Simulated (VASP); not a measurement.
A run of VASP 6.6.1 is set up as follows.

Contents of INCAR:

```
PREC = Accurate ; ENCUT = 520
EDIFF = 1E-7 ; ISMEAR = -1
SIGMA = 0.05 ; LREAL = False
LASPH = True ; NELM = 60
ALGO = Normal ; ISIF = 2
LWAVE = False ; LCHARG = True
GGA = CA ; LELF = True
LVHAR = True ; NBANDS = 7
```

Contents of KPOINTS:

```
Automatic mesh
0
Gamma
  15 15 15
```

The input POSCAR:

```
Mg
1.0
    2.7469679981      0.0000000000      0.0000000000
    0.0000000000      2.7469679981      0.0000000000
    0.0000000000      0.0000000000      2.7469679981
Mg
1
Direct
    0.0000000000      0.0000000000      0.0000000000
```

Potentials or basis: VASP PAW LDA potentials, release 64 (Mg).

Run with:

```sh
$ cat potpaw_LDA.64/Mg/POTCAR > POTCAR
$ mpirun -np 1 vasp_std > vasp.out
```

**Question.** Estimate the pressure.

**Answer.** 8.5 GPa.

**Question.** What does it give for the band gap on the k mesh?

**Answer.** Zero (band 1 reaches 7.59 eV, above the bottom of band 2 at 1.14 eV).
